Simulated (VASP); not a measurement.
A run of VASP 6.6.1:

File INCAR:

```
SYSTEM = AlAuC4N4
PREC     = Accurate       ! precision mode
ENCUT    = 700            ! plane-wave cutoff, eV
EDIFF    = 1E-6           ! SCF threshold, eV
ISMEAR   = 0              ! smearing method
SIGMA    = 0.02           ! smearing width, eV
LREAL    = .False.        ! projectors in reciprocal space
LASPH    = .True.         ! aspherical terms in the spheres
NELM     = 120            ! most SCF steps
ALGO     = Normal         ! electronic algorithm
ISIF     = 2              ! what is computed and relaxed
LWAVE    = .False.        ! write WAVECAR
LCHARG   = .False.        ! write CHGCAR
GGA      = PE             ! functional
NBANDS   = 40             ! bands
GGA_COMPAT= .False.
```

File KPOINTS:

```
Automatic mesh
0
Gamma
  4 4 4
  0 0 0
```

Contents of POSCAR:

```
AlAuC4N4
1.0
    6.1477328017      0.0000000000      0.0000000000
    0.0000000000      6.1477328017      0.0000000000
    0.0000000000      0.0000000000      6.1477328017
Al C Au N
1 4 1 4
Direct
    0.0000000000      0.0000000000      0.0000000000
    0.1850114862      0.1850114862      0.1850114862
    0.1850114862      0.8149885138      0.8149885138
    0.8149885138      0.1850114862      0.8149885138
    0.8149885138      0.8149885138      0.1850114862
    0.5000000000      0.5000000000      0.5000000000
    0.2942143835      0.2942143835      0.2942143835
    0.2942143835      0.7057856165      0.7057856165
    0.7057856165      0.2942143835      0.7057856165
    0.7057856165      0.7057856165      0.2942143835
```

Potentials or basis: VASP PAW PBE potentials, release 64 (Al, C, Au_sv_GW, N).

Run with:

```console
$ cat potpaw_PBE.64/Al/POTCAR potpaw_PBE.64/C/POTCAR potpaw_PBE.64/Au_sv_GW/POTCAR potpaw_PBE.64/N/POTCAR > POTCAR
$ mpirun -np 1 vasp_std > vasp.out
```

Hardware: 1 thread of AMD EPYC 7R13 Processor (Zen 3), with other jobs on the host.

Estimate the wall time of this run.

Wall time 2.9 min on 1 thread of AMD EPYC 7R13 Processor (Zen 3), with other jobs on the host, peak memory 0.46 GiB. Counts: scf iterations 18, k points 10.
